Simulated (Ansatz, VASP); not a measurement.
Two plane-wave programs on Rh

```
CELL_PARAMETERS angstrom
0.00000 1.80647 1.94909
1.80647 0.00000 1.94909
1.80647 1.80647 0.00000
ATOMIC_POSITIONS crystal
Rh 0.00000 0.00000 0.00000
```

Change from the starting cell: strain -0.050 along x and y, +0.025 along z, atoms carried along.

Alike in both runs: task single point; functional PBE; k mesh 22 × 22 × 22; occupations gaussian, width 0.15 eV; no spin polarisation.

|  | VASP | Ansatz |
| --- | --- | --- |
| version | VASP 6.6.1 | Ansatz 0.2.0 |
| potentials or method | VASP PAW PBE potentials, release 64 (Rh_pv), cutoff 520 eV | scalar-relativistic, plane waves, PAW |
| valence electrons in the cell | 15 | 17 |

```csv
,VASP,Ansatz,Ansatz less VASP
gap on the k mesh at the Fermi level (eV),none,none,-
pressure (GPa),34.2,34.1,-0.09
"traceless stress, the component that is largest in VASP (GPa)",-16.36,-16.39,-0.031
```

A gap of «none» marks a metal or a gap that the smearing closes. Both programs put the cell under a high pressure, so it lies far from rest at this level. VASP's potentials hold 15 valence electrons a cell and Ansatz's 17, so a difference there can come from the potentials and not from the codes.
